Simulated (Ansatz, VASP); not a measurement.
Two plane-wave programs on Cu

The input POSCAR:

```
Cu
1.0
    2.5340966698      0.0000000000      0.0000000000
   -1.2670483349      2.1945920917      0.0000000000
    0.0000000000      0.0000000000      3.7835653200
Cu
2
Direct
    0.3333333333      0.6666666667      0.2500000000
    0.6666666667      0.3333333333      0.7500000000
```

Contents of INCAR.step1:

```
PREC = Accurate
ENCUT = 520
ISMEAR = 0
SIGMA = 0.15
LREAL = False
LASPH = True
NELM = 80
NBANDS = 18
GGA = PE
ALGO = Normal
EDIFF = 1E-4
LWAVE = True
LCHARG = False
```

File INCAR.step2:

```
PREC = Accurate
ENCUT = 520
EDIFF = 1E-6
ISMEAR = 0
SIGMA = 0.15
LREAL = False
LASPH = True
NELM = 80
ALGO = Normal
ISIF = 2
LWAVE = False
LCHARG = False
METAGGA = R2SCAN
LMIXTAU = True
NBANDS = 18
ISTART = 1
```

Contents of KPOINTS:

```
regular mesh
0
Gamma
  24 24 12
```

Input for Ansatz:

```yaml
crystal:
  lattice:
    - [2.5340966698, 0.0, 0.0]
    - [-1.2670483349, 2.1945920917, 0.0]
    - [0.0, 0.0, 3.78356532]
  atoms:
    - { symbol: Cu, position: [0.3333333333, 0.6666666667, 0.25] }
    - { symbol: Cu, position: [0.6666666667, 0.3333333333, 0.75] }
basis:
  ecutwfc: 500
kpoints:
  mp_grid: { grid: [24, 24, 12] }
hamiltonian:
  xc: r2scan
scf:
  occupations: { method: gaussian, width: 0.15 }
output:
  forces: true
  stress: true
  eigenvalues: true
  write_density: true
  write_potential: true
  elf: true
  volumetric_format: npy
```

Change from the starting cell: strain +0.000 along x and y, -0.080 along z, atoms carried along.

Alike in both runs: task single point; functional r2SCAN; k mesh 24 × 24 × 12; occupations gaussian, width 0.15 eV; no spin polarisation.

```csv
,VASP,Ansatz
version,VASP 6.6.1,Ansatz 0.2.0
potentials or method,"VASP PAW PBE potentials, release 64 (Cu), cutoff 520 eV","scalar-relativistic, plane waves, PAW"
valence electrons in the cell,22,38
```

Ansatz gave:

| Property | Result |
| --- | --- |
| gap on the k mesh at the Fermi level (eV) | none |
| pressure (GPa) | 18.8 |
| traceless stress, the component that is largest in VASP (GPa) | 14.85 |

Task: Which values does VASP return?

Result: gap on the k mesh at the Fermi level (eV): none; pressure (GPa): 20.6; traceless stress, the component that is largest in VASP (GPa): 14.65.

VASP's potentials were made for PBE, not for r2SCAN. A gap of «none» marks a metal or a gap that the smearing closes. VASP's potentials hold 22 valence electrons a cell and Ansatz's 38, so a difference there can come from the potentials and not from the codes.
